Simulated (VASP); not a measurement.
**Pt: single point with PBE**

Crystal: Pt.

```
Pt
1.0
     0.00000    2.14412    1.83730
     2.14412    0.00000    1.83730
     2.14412    2.14412    0.00000
Pt
1
Direct
  0.00000 0.00000 0.00000
```

```
Program             : VASP 6.6.1
Task                : single point
Functional          : PBE
Potentials or basis : VASP PAW PBE potentials, release 64 (Pt)
Cutoff              : 520 eV
k mesh              : 22 × 22 × 22
Occupations         : gaussian, width 0.15 eV
Spin                : no spin polarisation
```

* Pressure: -14.6 GPa
* Band gap on the k mesh: zero (bands 5 and 6 overlap by 2.22 eV)

Stress tensor (GPa, compression positive):
```
-16.18   0.00   0.00
  0.00 -16.18   0.00
  0.00   0.00 -11.46
```

Levels at points of the mesh, in eV from the Fermi level:
| k point | band 2 | band 3 | band 4 | band 5 | band 6 | band 7 | band 8 | band 9 |
| --- | --- | --- | --- | --- | --- | --- | --- | --- |
| (0.00, 0.00, 0.00) | -3.39 | -3.39 | -2.16 | -2.04 | -0.68 | 15.36 | 18.25 | 18.25 |
| (0.50, 0.00, 0.00) | -3.82 | -2.27 | -0.32 | 0.14 | 0.50 | 5.25 | 14.03 | 16.80 |
| (0.50, 0.50, 0.00) | -5.45 | 0.11 | 0.49 | 0.49 | 4.15 | 9.40 | 9.40 | 10.19 |
| (0.50, 0.00, 0.50) | -5.26 | -0.17 | -0.11 | 0.85 | 1.27 | 6.76 | 11.85 | 12.60 |

Wall time 48 s on 1 thread of Intel(R) Xeon(R) 6975P-C (Granite Rapids) (shared host), peak memory 0.27 GiB.

Caveat: the cell stands under tension; spin-orbit coupling is left out, which moves the levels of the heavy elements.
